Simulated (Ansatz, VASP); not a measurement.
**Li4SiN in VASP and in Ansatz**

```
Li Si N
1.0
     5.74120    0.00000    0.00000
     0.00000    5.74120    0.00000
     0.00000    0.00000    2.44622
Li Si N
4 1 1
Direct
  0.70388 0.70388 0.50000
  0.29612 0.29612 0.50000
  0.29612 0.70388 0.50000
  0.70388 0.29612 0.50000
  0.00000 0.00000 0.00000
  0.50000 0.50000 0.00000
```

Alike in both runs: task single point; functional PBE; k mesh 4 × 4 × 8; occupations gaussian, width 0.1 eV; collinear spin.

|  | VASP | Ansatz |
| --- | --- | --- |
| version | VASP 6.6.1 | Ansatz 0.2.0 |
| potentials or method | VASP PAW PBE potentials, release 64 (Li_sv, Si, N), cutoff 520 eV | scalar-relativistic, plane waves, PAW |
| valence electrons in the cell | 21 | 21 |

|  | VASP | Ansatz | Ansatz less VASP |
| --- | --- | --- | --- |
| gap on the k mesh at the Fermi level (eV) | none | none | - |
| rms of the force components (eV/Å) | 0.047 | 0.042 | -0.0053 |
| net moment per atom (μB) | 0.00 | 0.00 | 0.000 |

Atom by atom the forces differ by 0.005 eV/Å (rms over components). A gap of «none» marks a metal or a gap that the smearing closes. The functional is the same, so the differences come from potentials, cutoffs and numerics. Ansatz's warnings: seeded moment not kept.

Noted on VASP's run: the cutoff is short for stress, so the pressure is rough.
